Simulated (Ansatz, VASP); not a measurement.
CaO in VASP and in Ansatz

File INCAR:

```
PREC     = Accurate       # precision mode
ENCUT    = 600            # plane-wave cutoff, eV
EDIFF    = 1E-6           # SCF threshold, eV
ISMEAR   = 0              # smearing method
SIGMA    = 0.1            # smearing width, eV
LREAL    = False          # projectors in reciprocal space
LASPH    = True           # aspherical terms in the spheres
NELM     = 80             # most SCF steps
ALGO     = Normal         # electronic algorithm
ISIF     = 3              # what is computed and relaxed
LWAVE    = False          # write WAVECAR
LCHARG   = False          # write CHGCAR
GGA      = PE             # functional
IBRION   = 2              # ionic algorithm
NSW      = 90             # ionic steps
EDIFFG   = -0.04          # ionic threshold
```

The input KPOINTS:

```
regular mesh
0
Gamma
  6 6 6
```

The input POSCAR:

```
CaO
1.0
    3.2528547100      0.0000000000      0.0000000000
    0.0000000000      3.2528547100      0.0000000000
    0.0000000000      0.0000000000      3.2528547100
Ca O
1 1
Direct
    0.5000000000      0.5000000000      0.5000000000
    0.0000000000      0.0000000000      0.0000000000
```

Input for Ansatz:

```yaml
crystal:
  lattice:
    - [3.25285471, 0.0, 0.0]
    - [0.0, 3.25285471, 0.0]
    - [0.0, 0.0, 3.25285471]
  atoms:
    - { symbol: Ca, position: [0.5, 0.5, 0.5] }
    - { symbol: O, position: [0.0, 0.0, 0.0] }
basis:
  ecutwfc: 420
kpoints:
  mp_grid: { grid: [6, 6, 6] }
hamiltonian:
  xc: pbe
scf:
  occupations: { method: gaussian, width: 0.1 }
  lower_state_search: "off"
output:
  forces: true
  stress: true
  eigenvalues: true
relax:
  adjacent_minimum: "off"
  f_tol: 0.04
  max_steps: 70
  cell: { stress_tol: 0.4 }
```

Change from the starting cell: species swapped into the NdAu type (Pm-3m, No. 221).

Alike in both runs: task relaxation of cell and atoms; functional PBE; k mesh 6 × 6 × 6; occupations gaussian, width 0.1 eV; no spin polarisation.

|  | VASP | Ansatz |
| --- | --- | --- |
| version | VASP 6.6.1 | Ansatz 0.2.0 |
| potentials or method | VASP PAW PBE potentials, release 64 (Ca_sv, O), cutoff 600 eV | scalar-relativistic, plane waves, PAW |
| valence electrons in the cell | 16 | 16 |

Ansatz gave:

| Property | Result |
| --- | --- |
| gap on the k mesh at the Fermi level, each at its own relaxed structure (eV) | 2.78 |
| relaxed volume (Å³/atom) | 12.65 |
| relaxed cell length with the largest relative difference (Å) | 2.936 |

Question: What did VASP give for the same quantities?

Answer: gap on the k mesh at the Fermi level, each at its own relaxed structure (eV): 2.77; relaxed volume (Å³/atom): 12.71; relaxed cell length with the largest relative difference (Å): 2.940.

Noted on VASP's run: the volume moved by over 15 % at a fixed basis, so the end points are rough.
